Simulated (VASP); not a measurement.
Write the native input for VASP 6.6.1 that does the following.

* Task: single point
* Functional: PBEsol
* Potentials or basis: VASP PAW PBE potentials, release 64 (Bi_d)
* Cutoff: 520 eV
* k mesh: 11 × 11 × 11
* Occupations: fermi-dirac, width 0.08 eV
* Spin: no spin polarisation
* Dipole correction: no
* Further INCAR settings: ALGO = Normal; EDIFF = 1e-06; NBANDS = 22

The structure of Bi lies in POSCAR:

```
Bi
1.0
    0.0000000000      2.9882904395      2.9882904395
    2.9882904395      0.0000000000      2.9882904395
    2.9882904395      2.9882904395      0.0000000000
Bi
2
Direct
   -0.1250000000     -0.1250000000     -0.1250000000
    0.1250000000      0.1250000000      0.1250000000
```

This cell differs from its parent crystal: volume scaled by 0.58.

The input as run:

INCAR

```
PREC = Accurate ; ENCUT = 520
EDIFF = 1E-6 ; ISMEAR = -1
SIGMA = 0.08 ; LREAL = False
LASPH = True ; NELM = 100
ALGO = Normal ; ISIF = 2
LWAVE = False ; LCHARG = True
GGA = PS ; LELF = True
LVHAR = True ; NBANDS = 22
```

KPOINTS

```
regular mesh
0
Gamma
  11 11 11
```

Potentials or basis: VASP PAW PBE potentials, release 64 (Bi_d).

Run with:

```sh
$ cat potpaw_PBE.64/Bi_d/POTCAR > POTCAR
$ mpirun -np 1 vasp_std > vasp.out
```

It gave:

* Pressure: 58.1 GPa
* Band gap on the k mesh: zero (band 15 reaches 11.17 eV, above the bottom of band 16 at 9.20 eV)

Caveat: the PAW data sets were made with another functional, which shifts forces and pressure a little; spin-orbit coupling is left out, which moves the levels of the heavy elements.

Run time: 48 s on 1 thread of Intel(R) Xeon(R) Platinum 8259CL CPU @ 2.50GHz (Skylake/Cascade Lake), on a shared host, peak memory 0.19 GiB.
